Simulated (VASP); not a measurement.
**GaSb: single point with LDA**

Crystal: GaSb.

```
Ga Sb
1.0
     0.00000    3.00775    3.00775
     3.00775    0.00000    3.00775
     3.00775    3.00775    0.00000
Ga Sb
1 1
Cartesian
  0.0000 0.0000 0.0000
  4.5116 4.5116 4.5116
```

```yaml
Program: VASP 6.6.1
Task: single point
Functional: LDA
Potentials_or_basis: VASP PAW LDA potentials, release 64 (Ga_d, Sb_d_GW)
Cutoff: 500 eV
k_mesh: 12 × 12 × 12
Occupations: fermi-dirac, width 0.15 eV
Spin: no spin polarisation
Dipole_correction: no
Further_INCAR_settings: ALGO = Normal; EDIFF = 1e-06; NBANDS = 21
```

The pressure is 1.0 GPa. The band gap on the k mesh is 0.24 eV.

Levels at points of the mesh, in eV from the valence-band top:
| k point | band 10 | band 11 | band 12 | band 13 | band 14 | band 15 | band 16 | band 17 | band 18 | band 19 |
| --- | --- | --- | --- | --- | --- | --- | --- | --- | --- | --- |
| (0.00, 0.00, 0.00) | -15.18 | -11.88 | 0.00 | 0.00 | 0.00 | 0.24 | 2.76 | 2.76 | 2.76 | 5.68 |
| (0.50, 0.00, 0.00) | -15.18 | -10.13 | -6.65 | -1.23 | -1.23 | 0.41 | 3.75 | 3.75 | 6.31 | 9.53 |
| (0.50, 0.50, 0.00) | -15.18 | -9.23 | -7.07 | -2.75 | -2.75 | 0.79 | 1.08 | 8.97 | 8.97 | 10.37 |

Wall time 26 s on 1 thread of Intel(R) Xeon(R) 6975P-C (Granite Rapids) (shared host), peak memory 0.22 GiB.

Caveat: semilocal functionals underestimate gaps, and a narrow one can read as zero; spin-orbit coupling is left out, which moves the levels of the heavy elements. A k mesh can miss the band edges.
